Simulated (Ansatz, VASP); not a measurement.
IrRu2 in VASP and in Ansatz

File INCAR:

```
PREC     = Accurate       # precision mode
ENCUT    = 520            # plane-wave cutoff, eV
EDIFF    = 1E-6           # SCF threshold, eV
ISMEAR   = 0              # smearing method
SIGMA    = 0.2            # smearing width, eV
LREAL    = False          # projectors in reciprocal space
LASPH    = True           # aspherical terms in the spheres
NELM     = 80             # most SCF steps
ALGO     = Fast           # electronic algorithm
ISIF     = 2              # what is computed and relaxed
LWAVE    = False          # write WAVECAR
LCHARG   = True           # write CHGCAR
GGA      = PE             # functional
LELF     = True           # ELF
LVHAR    = True         
NBANDS   = 46             # bands
```

Contents of KPOINTS:

```
regular mesh
0
Gamma
  12 12 2
```

The input POSCAR:

```
IrRu2
1.0
    2.7059791831      0.0000000000      0.0000000000
   -1.3529895915      2.3434467147      0.0000000000
    0.0000000000      0.0000000000     13.2832712000
Ru Ir
4 2
Direct
    0.3333333333      0.6666666667      0.3308400000
    0.3333333333      0.6666666667      0.8308400000
    0.6666666667      0.3333333333      0.1691600000
    0.6666666667      0.3333333333      0.6691600000
    0.0000000000      0.0000000000      0.0000000000
    0.0000000000      0.0000000000      0.5000000000
```

Input for Ansatz:

```yaml
crystal:
  lattice:
    - [2.7059791831, 0.0, 0.0]
    - [-1.3529895915, 2.3434467147, 0.0]
    - [0.0, 0.0, 13.2832712]
  atoms:
    - { symbol: Ru, position: [0.3333333333, 0.6666666667, 0.33084] }
    - { symbol: Ru, position: [0.3333333333, 0.6666666667, 0.83084] }
    - { symbol: Ru, position: [0.6666666667, 0.3333333333, 0.16916] }
    - { symbol: Ru, position: [0.6666666667, 0.3333333333, 0.66916] }
    - { symbol: Ir, position: [0.0, 0.0, 0.0] }
    - { symbol: Ir, position: [0.0, 0.0, 0.5] }
basis:
  ecutwfc: 420
kpoints:
  mp_grid: { grid: [12, 12, 2] }
hamiltonian:
  xc: pbe
scf:
  occupations: { method: gaussian, width: 0.2 }
  lower_state_search: "off"
output:
  forces: true
  stress: true
  eigenvalues: true
```

Alike in both runs: task single point; functional PBE; k mesh 12 × 12 × 2; occupations gaussian, width 0.2 eV; no spin polarisation.

```csv
,VASP,Ansatz
version,VASP 6.6.1,Ansatz 0.2.0
potentials or method,"VASP PAW PBE potentials, release 64 (Ru_pv, Ir), cutoff 520 eV","scalar-relativistic, plane waves, PAW"
valence electrons in the cell,74,98
```

```tsv
	VASP	Ansatz	Ansatz less VASP
gap on the k mesh at the Fermi level (eV)	none	none	-
pressure (GPa)	0.3	0.2	-0.09
traceless stress, the component that is largest in VASP (GPa)	-0.38	-0.36	+0.014
rms of the force components (eV/Å)	0.004	0.004	+0.0004
```

Atom by atom the forces differ by 0.009 eV/Å (rms over components). A gap of «none» marks a metal or a gap that the smearing closes. VASP's potentials hold 74 valence electrons a cell and Ansatz's 98, so a difference there can come from the potentials and not from the codes.

Neither program's run includes spin-orbit coupling.
